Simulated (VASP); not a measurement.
Cu, 1 atom in the cell. The structure is trigonal, space group R-3m (No. 166). The conventional cell has a = 2.531 Å, b = 2.531 Å, c = 6.387 Å, α = 90.00°, β = 90.00°, γ = 120.00°. Within 3.3 Å of Cu (site symmetry -3m) lie 12 Cu at 2.53 to 2.58 Å.  This cell differs from its parent crystal: equal xy, yz and zx shear strains of +2 %.

```yaml
Program: VASP 6.6.1
Task: electric field gradients
Functional: PBEsol
Potentials_or_basis: VASP PAW PBE potentials, release 64 (Cu)
Cutoff: 520 eV
k_mesh: 19 × 19 × 19
Occupations: fermi-dirac, width 0.08 eV
Spin: no spin polarisation
Dipole_correction: no
Further_INCAR_settings: ALGO = Normal; EDIFF = 1e-08; NBANDS = 12
```

Potentials or basis: VASP PAW PBE potentials, release 64 (Cu).

Command:

```bash
$ cat potpaw_PBE.64/Cu/POTCAR > POTCAR
$ mpirun -np 1 vasp_std > vasp.out
```

Hardware: 1 thread of AMD EPYC 7R43 64-Core Processor (Zen 3), with other jobs on the host.

Question: How long does it take, and how much memory?

Answer: Wall time 2.2 min on 1 thread of AMD EPYC 7R43 64-Core Processor (Zen 3) (shared host), peak memory 0.17 GiB. Counts: scf iterations 14, k points 670.
